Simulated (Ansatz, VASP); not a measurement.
## CsPbBr3: VASP beside Ansatz

File INCAR:

```
SYSTEM = CsPbBr3
ALGO     = Normal         ! electronic algorithm
EDIFF    = 1E-6           ! SCF threshold, eV
ENCUT    = 520            ! plane-wave cutoff, eV
ISIF     = 2              ! what is computed and relaxed
ISMEAR   = -1             ! smearing method
LASPH    = .True.         ! aspherical terms in the spheres
LCHARG   = .False.        ! write CHGCAR
LREAL    = .False.        ! projectors in reciprocal space
LWAVE    = .False.        ! write WAVECAR
NBANDS   = 30             ! bands
NELM     = 80             ! most SCF steps
PREC     = Accurate       ! precision mode
SIGMA    = 0.05           ! smearing width, eV
```

KPOINTS

```
k-points
0
Gamma
  5 5 5
  0 0 0
```

File POSCAR:

```
CsPbBr3
1.0
    5.8306028398      0.0000000000      0.0000000000
    0.0000000000      5.8306028398      0.0000000000
    0.0000000000      0.0000000000      5.8306028398
Pb Cs Br
1 1 3
Direct
    0.5000000000      0.5000000000      0.5000000000
    0.0000000000      0.0000000000      0.0000000000
    0.5000000000      0.5000000000      0.0000000000
    0.5000000000      0.0000000000      0.5000000000
    0.0000000000      0.5000000000      0.5000000000
```

input.yaml

```yaml
crystal:
  lattice:
    - [5.8306028398, 0.0, 0.0]
    - [0.0, 5.8306028398, 0.0]
    - [0.0, 0.0, 5.8306028398]
  atoms:
    - { symbol: Pb, position: [0.5, 0.5, 0.5] }
    - { symbol: Cs, position: [0.0, 0.0, 0.0] }
    - { symbol: Br, position: [0.5, 0.5, 0.0] }
    - { symbol: Br, position: [0.5, 0.0, 0.5] }
    - { symbol: Br, position: [0.0, 0.5, 0.5] }
hamiltonian:
  xc: lda
  pseudopotentials: { kind: paw }
kpoints:
  mp_grid: { grid: [5, 5, 5] }
scf:
  occupations: { method: fermi_dirac, width: 0.05 }
output:
  forces: true
  stress: true
  eigenvalues: true
  write_density: true
  write_potential: true
  elf: true
  volumetric_format: npy
```

Alike in both runs: task single point; functional LDA; k mesh 5 × 5 × 5; occupations fermi-dirac, width 0.05 eV; no spin polarisation.

|  | VASP | Ansatz |
| --- | --- | --- |
| version | VASP 6.6.1 | Ansatz 0.2.0 |
| potentials or method | VASP PAW LDA potentials, release 64 (Pb_d, Cs_sv, Br) | Ansatz PAW |
| plane-wave cutoff (eV) | 520 | 420 |
| valence electrons in the cell | 44 | 44 |

Ansatz gave:

```
gap on the k mesh at the Fermi level (eV) : 2.51
least direct gap on the mesh (eV)         : 2.51
pressure (GPa)                            : -0.8
```

**Question.** What did VASP give for the same quantities?

**Answer.** gap on the k mesh at the Fermi level (eV): 2.49; least direct gap on the mesh (eV): 2.49; pressure (GPa): -0.8.

LDA's correlation is that of Perdew and Zunger in VASP and of Perdew and Wang (1992) in Ansatz.

Neither program's run includes spin-orbit coupling. Noted on Ansatz's run: odd divisions of the mesh miss points on the zone boundary, where band edges often lie, so the gap on the mesh can be too wide.
